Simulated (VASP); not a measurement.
A run of VASP 6.6.1:

Contents of INCAR:

```
SYSTEM = MnV
PREC = Accurate
ENCUT = 520
EDIFF = 1E-7
ISMEAR = -1
SIGMA = 0.05
LREAL = .False.
LASPH = .True.
NELM = 80
ALGO = Normal
ISIF = 2
LWAVE = .False.
LCHARG = .False.
NBANDS = 20
```

The input KPOINTS:

```
Automatic mesh
0
Gamma
  11 11 11
  0 0 0
```

The input POSCAR:

```
MnV
1.0
    2.9000000000      0.0000000000      0.0000000000
    0.0000000000      2.9000000000      0.0000000000
    0.0000000000      0.0000000000      2.9000000000
Mn V
1 1
Direct
    0.0000000000      0.0000000000      0.0000000000
    0.5000000000      0.5000000000      0.5000000000
```

Potentials or basis: VASP PAW LDA potentials, release 64 (Mn_pv, V_sv).

Command:

```console
$ cat potpaw_LDA.64/Mn_pv/POTCAR potpaw_LDA.64/V_sv/POTCAR > POTCAR
$ mpirun -np 1 vasp_std > vasp.out
```

Hardware: 1 thread of AMD EPYC 7R13 Processor (Zen 3), on a shared host.

How long does it take, and how much memory?

Run time: 23 s on 1 thread of AMD EPYC 7R13 Processor (Zen 3), with other jobs on the host, peak memory 0.11 GiB. Counts: scf iterations 14, k points 56.
